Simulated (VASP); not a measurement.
# Sn3S5 (R32) in VASP: a series of runs

The runs below take Sn3S5 through single point, with PBE.

All numbers are computed with VASP 6.6.1; they aren't measurements. Logs are shortened: lines on timing, memory, paths and dates and some standing lists are left out, and cuts for length are marked.

### 1 The cell of the first run

Symmetry: R32, No. 155, trigonal system. The conventional cell has a = 7.559 Å, b = 7.559 Å, c = 16.914 Å, α = 90.00°, β = 90.00°, γ = 120.00°. Sn (site symmetry 2) has 5 S at 2.58 to 2.66 Å and 2 Sn at 3.38 Å within 3.4 Å. Within 3.6 Å of S (site symmetry 2) lie 3 Sn at 2.58 to 2.66 Å and 2 S at 3.51 Å. S (site symmetry 3) has 3 Sn at 2.64 Å and 4 S at 3.51 to 3.56 Å within 3.6 Å.

The cell was generated, and may not be a known phase.

### 2 Single point, PBE

Input file INCAR:

```
SYSTEM = Sn3S5
ALGO = Normal ; EDIFF = 1E-6
ENCUT = 520 ; GGA = PE
ISIF = 2 ; ISMEAR = 0
LASPH = .True. ; LCHARG = .False.
LREAL = .False. ; LWAVE = .False.
NBANDS = 46 ; NELM = 60
PREC = Accurate ; SIGMA = 0.1
```

Input file KPOINTS:

```
k-points
0
Gamma
  6 6 6
  0 0 0
```

Input file POSCAR:

```
Sn3S5
1.0
    3.7795161399      2.1821046607      5.6381486927
   -3.7795161399      2.1821046607      5.6381486927
    0.0000000000     -4.3642093215      5.6381486927
Sn S
3 5
Direct
    0.7583081028      0.2416918972      0.5000000000
    0.5000000000      0.7583081028      0.2416918972
    0.2416918972      0.5000000000      0.7583081028
    0.0997242370      0.9002757630      0.5000000000
    0.5000000000      0.0997242370      0.9002757630
    0.9002757630      0.5000000000      0.0997242370
    0.3948169598      0.3948169598      0.3948169598
    0.6051830402      0.6051830402      0.6051830402
```

Potentials or basis: VASP PAW PBE potentials, release 64 (Sn_d, S).

Command:

```bash
cat potpaw_PBE.64/Sn_d/POTCAR potpaw_PBE.64/S/POTCAR > POTCAR
mpirun -np 1 vasp_std > vasp.out
```

OUTCAR:

```text
SYSTEM = Sn3S5
   EDIFF = 1E-6
   ENCUT = 520
   GGA = PE
   ISIF = 2
   ISMEAR = 0
   LASPH = .True.
   LREAL = .False.
   NELM = 60
   PREC = Accurate

 ion  position               nearest neighbor table
   1  0.758  0.242  0.500-   4 2.58   7 2.64   8 2.64   5 2.66   6 2.66   2 3.38   3 3.38
   2  0.500  0.758  0.242-   5 2.58   7 2.64   8 2.64   4 2.66   6 2.66   3 3.38   1 3.38
   3  0.242  0.500  0.758-   6 2.58   8 2.64   7 2.64   4 2.66   5 2.66   2 3.38   1 3.38
   4  0.100  0.900  0.500-   1 2.58   2 2.66   3 2.66
   5  0.500  0.100  0.900-   2 2.58   1 2.66   3 2.66
   6  0.900  0.500  0.100-   3 2.58   1 2.66   2 2.66
   7  0.395  0.395  0.395-   2 2.64   3 2.64   1 2.64
   8  0.605  0.605  0.605-   3 2.64   2 2.64   1 2.64

  LATTYP: Found a trigonal (rhomboedric) cell.
 ALAT       =     7.1298698223
 COS(alpha) =     0.4379962633

  Lattice vectors:

 A1 = (   3.7795161399,   2.1821046607,   5.6381486927)
 A2 = (  -3.7795161399,   2.1821046607,   5.6381486927)
 A3 = (   0.0000000000,  -4.3642093215,   5.6381486927)

Analysis of symmetry for initial positions (statically):
=====================================================================
 Subroutine PRICEL returns:
 Original cell was already a primitive cell.

 Routine SETGRP: Setting up the symmetry group for a
 trigonal (rhombohedral) supercell.

 Subroutine GETGRP returns: Found  6 space group operations
 (whereof  6 operations were pure point group operations)
 out of a pool of 12 trial point group operations.

The static configuration has the point symmetry D_3 .

Analysis of symmetry for dynamics (positions and initial velocities):
=====================================================================
 Subroutine PRICEL returns:
 Original cell was already a primitive cell.

 Routine SETGRP: Setting up the symmetry group for a
 trigonal (rhombohedral) supercell.

 Subroutine GETGRP returns: Found  6 space group operations
 (whereof  6 operations were pure point group operations)
 out of a pool of 12 trial point group operations.

The dynamic configuration has the point symmetry D_3 .

 Subroutine INISYM returns: Found  6 space group operations
 (whereof  6 operations are pure point group operations),
 and found     1 'primitive' translations

----------------------------------------------------------------------------------------

                                     Primitive cell

  volume of cell :     278.9970

  direct lattice vectors                    reciprocal lattice vectors
     3.779516140  2.182104661  5.638148693     0.132292066  0.076378860  0.059121061
    -3.779516140  2.182104661  5.638148693    -0.132292066  0.076378860  0.059121061
     0.000000000 -4.364209321  5.638148693     0.000000000 -0.152757720  0.059121061

  length of vectors
     7.129869822  7.129869822  7.129869822     0.163799331  0.163799331  0.163799331

  position of ions in fractional coordinates (direct lattice)
     0.758308103  0.241691897  0.500000000
     0.500000000  0.758308103  0.241691897
     0.241691897  0.500000000  0.758308103
     0.099724237  0.900275763  0.500000000
     0.500000000  0.099724237  0.900275763
     0.900275763  0.500000000  0.099724237
     0.394816960  0.394816960  0.394816960
     0.605183040  0.605183040  0.605183040

  ion indices of the primitive-cell ions
   primitive index   ion index
                 1           1
                 2           2
                 3           3
                 4           4
                 5           5
                 6           6
                 7           7
                 8           8

----------------------------------------------------------------------------------------

 KPOINTS: k-points

Automatic generation of k-mesh.
 Grid dimensions read from file:
 generate k-points for:    6    6    6

 Generating k-lattice:

  Cartesian coordinates                     Fractional coordinates (reciprocal lattice)
     0.022048678  0.012729810  0.009853510     0.166666667 -0.000000000  0.000000000
    -0.022048678  0.012729810  0.009853510    -0.000000000  0.166666667  0.000000000
     0.000000000 -0.025459620  0.009853510     0.000000000  0.000000000  0.166666667

  Length of vectors
     0.027299889  0.027299889  0.027299889

  Shift w.r.t. Gamma in fractional coordinates (k-lattice)
     0.000000000  0.000000000  0.000000000

 Subroutine IBZKPT returns following result:
 ===========================================

 Found     32 irreducible k-points:

 Following reciprocal coordinates:
            Coordinates               Weight
  0.000000  0.000000  0.000000      1.000000
  0.166667  0.000000  0.000000      6.000000
  0.333333 -0.000000  0.000000      6.000000
  0.500000 -0.000000  0.000000      3.000000
  0.166667  0.166667  0.000000      6.000000
  0.333333  0.166667  0.000000     12.000000
[... 16 lines left out ...]
  0.500000  0.500000  0.166667      6.000000
 -0.333333  0.500000  0.166667     12.000000
 [... further k-points ...]
   k-points           NKPTS =     32   k-points in BZ     NKDIM =     32   number of bands    NBANDS=     46
   number of dos      NEDOS =    301   number of ions     NIONS =      8
   total plane-waves  NPLWV = 157464
   dimension x,y,z NGX =    54 NGY =   54 NGZ =   54
   dimension x,y,z NGXF=   108 NGYF=  108 NGZF=  108
   ions per type =               3   5
   NGX,Y,Z   is equivalent  to a cutoff of  12.59, 12.59, 12.59 a.u.
   NGXF,Y,Z  is equivalent  to a cutoff of  25.18, 25.18, 25.18 a.u.
 SYSTEM =  Sn3S5
   PREC   = accura    normal or accurate (medium, high low for compatibility)
   ISTART =      0    job   : 0-new  1-cont  2-samecut
   ICHARG =      2    charge: 1-file 2-atom 10-const
   ISPIN  =      1    spin polarized calculation?
   LNONCOLLINEAR =      F non collinear calculations
   LSORBIT =      F    spin-orbit coupling
   LASPH  =      T    aspherical Exc in radial PAW
   ENCUT  =  520.0 eV  38.22 Ry    6.18 a.u.  13.26 13.26 13.26*2*pi/ulx,y,z
   NELM   =     60;   NELMIN=  2; NELMDL= -5     # of ELM steps
   EDIFF  = 0.1E-05   stopping-criterion for ELM
   LREAL  =      F    real-space projection
   EDIFFG = 0.1E-04   stopping-criterion for IOM
   NSW    =      0    number of steps for IOM
   IBRION =     -1    ionic relax: 0-MD 1-quasi-New 2-CG
   NFREE  =      0    steps in history (QN), initial steepest desc. (CG)
   ISIF   =      2    stress and relaxation
   ISYM   =      2    0-nonsym 1-usesym 2-fastsym
   POTIM  = 0.5000    time-step for ionic-motion
   TEBEG  =    0.0;   TEEND  =   0.0 temperature during run
   PSTRESS=    0.0 pullay stress
   NELECT =      72.0000    total number of electrons
   NUPDOWN=      -1.0000    fix difference up-down
   EMIN   =  10.00;   EMAX   =-10.00  energy-range for DOS
   EFERMI =   0.00;   METHOD = LEGACY
   ISMEAR =     0;   SIGMA  =   0.10  broadening in eV -4-tet -1-fermi 0-gaus
   EFERMI_NEDOS =   21; number of points for ismear=-14 and -15
   IALGO  =     38    algorithm
   IMIX   =      4    mixing-type and parameters
     AMIX     =   0.40;   BMIX     =  1.00
     AMIX_MAG =   1.60;   BMIX_MAG =  1.00
  volume/ion in A,a.u.               =      34.87       235.35
  Fermi-wavevector in a.u.,A,eV,Ry     =   1.042283  1.969630 14.780752  1.086355
  Thomas-Fermi vector in A             =   2.176942
   LORBIT       =      0    0 simple, 1 ext, 2 COOP (PROOUT), +10 PAW based schemes
   GGA     = PE    functional components
   LHFCALC =     F    Hartree Fock is set to
   AEXX    =    0.0000 exact exchange contribution
   IVDW    =     0    specifies the selected vdW correction
   LEPSILON=     F    determine dielectric tensor
   LRPA    =     F    only Hartree local field effects (RPA)
 non-spin polarized calculation
 Gauss-broadening in eV      SIGMA  =   0.10
  energy-cutoff  :      520.00
  volume of cell :      279.00
 maximum number of plane-waves:      7533
 NGX is ok and might be reduce to    54
   NGX = 27   NGY = 27   NGZ = 27

 number of electron      72.0000009 magnetization

 Free energy of the ion-electron system (eV)
  ---------------------------------------------------
  ext. energy  EPLUGINS =         0.00000000
  ---------------------------------------------------
  free energy    TOTEN  =       -32.97008750 eV

  energy without entropy =      -32.94066851  energy(sigma->0) =      -32.95537800

 E-fermi :   2.2846     XC(G=0):  -7.4310

 val. band max:        2.2802629372   @ k =   0.5000  -0.0000   0.0000
 cond. band min:       2.2872404818   @ k =  -0.1667   0.5000   0.1667
 fundamental gap:      0.0069775446
 Fermi energy:         2.2845825466

 k-point     1 :       0.0000    0.0000    0.0000
  band No.  band energies     occupation
      1     -19.6867      2.00000
      2     -19.6806      2.00000
      3     -19.6664      2.00000
      4     -19.6545      2.00000
      5     -19.6545      2.00000
      6     -19.6306      2.00000
[... 38 lines left out ...]
     45       7.0248      0.00000
     46       7.0248      0.00000

 k-point     2 :       0.1667    0.0000    0.0000
  band No.  band energies     occupation
      1     -19.6866      2.00000
      2     -19.6806      2.00000
      3     -19.6697      2.00000
      4     -19.6555      2.00000
      5     -19.6551      2.00000
      6     -19.6305      2.00000
[... 38 lines left out ...]
     45       6.7408      0.00000
     46       7.0101      0.00000

 k-point     3 :       0.3333   -0.0000    0.0000
  band No.  band energies     occupation
      1     -19.6886      2.00000
      2     -19.6806      2.00000
      3     -19.6729      2.00000
      4     -19.6577      2.00000
      5     -19.6561      2.00000
      6     -19.6305      2.00000
[... 1018 lines left out ...]
     45       6.8431      0.00000
     46       7.5057      0.00000

 k-point    24 :      -0.3333    0.5000    0.1667
  band No.  band energies     occupation
      1     -19.6914      2.00000
      2     -19.6805      2.00000
      3     -19.6716      2.00000
      4     -19.6587      2.00000
      5     -19.6574      2.00000
      6     -19.6303      2.00000
[... 38 lines left out ...]
     45       6.6538      0.00000
     46       7.4990      0.00000

 [... further k-points ...]
[... 5 lines left out ...]
  --------------------------------------------------------------------------------------
  -------------------------------------------------------------------------------------
  Total       -0.1116105     -0.1116105     -0.0720325     -0.0000000      0.0000000      0.0000000
  in kB       -0.6409381     -0.6409381     -0.4136561     -0.0000000      0.0000000      0.0000000
  external PRESSURE =      -0.5651775 kB  Pullay stress =       0.0000000 kB

 VOLUME and BASIS-vectors are now :
 -----------------------------------------------------------------------------
  energy-cutoff  :      520.00
  volume of cell :      279.00
      direct lattice vectors                 reciprocal lattice vectors
     3.779516140  2.182104661  5.638148693     0.132292066  0.076378860  0.059121061
    -3.779516140  2.182104661  5.638148693    -0.132292066  0.076378860  0.059121061
     0.000000000 -4.364209321  5.638148693     0.000000000 -0.152757720  0.059121061

 POSITION                                       TOTAL-FORCE (eV/Angst)
 -----------------------------------------------------------------------------------
      1.95256     -0.00000      8.45722        -0.012028     -0.000000      0.000000
     -0.97628      1.69097      8.45722         0.006014     -0.010416      0.000000
     -0.97628     -1.69097      8.45722         0.006014      0.010416      0.000000
     -3.02570     -0.00000      8.45722        -0.001150      0.000000      0.000000
      1.51285     -2.62033      8.45722         0.000575     -0.000996      0.000000
      1.51285      2.62033      8.45722         0.000575      0.000996      0.000000
      0.00000     -0.00000      6.67811         0.000000     -0.000000      0.002539
      0.00000     -0.00000     10.23634         0.000000      0.000000     -0.002539
 -----------------------------------------------------------------------------------
    total drift:                                0.000000      0.000000     -0.000000

  FREE ENERGIE OF THE ION-ELECTRON SYSTEM (eV)
  ---------------------------------------------------
  free  energy   TOTEN  =       -32.9700874953 eV

  energy  without entropy=      -32.9406685134  energy(sigma->0) =      -32.95537800
```

Wall time 3.6 min (1 thread of Intel Xeon 6975P-C (Granite Rapids), shared host); peak memory 0.57 GiB.

Results:

- Free energy: -32.9701 eV
- Pressure: -0.1 GPa
- Largest force: 0.012 eV/Å
- Band gap on the k mesh: zero (bands 36 and 37 overlap by 0.01 eV)

Forces in eV/Å, atoms in the order of the input:
```
Sn  -0.012  0.000  0.000
Sn   0.006 -0.010  0.000
Sn   0.006  0.010  0.000
S   -0.001  0.000  0.000
S    0.001 -0.001  0.000
S    0.001  0.001  0.000
S    0.000  0.000  0.003
S    0.000  0.000 -0.003
```

Levels at points of the mesh, in eV from the Fermi level:
```
           k point  band 32  band 33  band 34  band 35  band 36  band 37  band 38  band 39  band 40  band 41
(0.00, 0.00, 0.00)    -2.53    -1.67    -1.67    -1.39    -1.38     0.47     0.47     2.88     2.88     3.31
(0.50, 0.00, 0.00)    -1.70    -1.53    -1.46    -1.42    -0.01     0.00     0.73     2.14     2.86     3.00
(0.50, 0.50, 0.00)    -1.92    -1.63    -1.47    -1.40    -0.04     0.01     0.69     2.24     2.83     2.98
(0.50, 0.50, 0.50)    -2.53    -2.04    -1.62    -1.62    -1.15     0.42     0.42     2.73     2.73     3.09
```

Caveat: semilocal functionals underestimate gaps, and a narrow one can read as zero; spin-orbit coupling is left out, which moves the levels of the heavy elements.

(Part 1 of 2 ends here.)
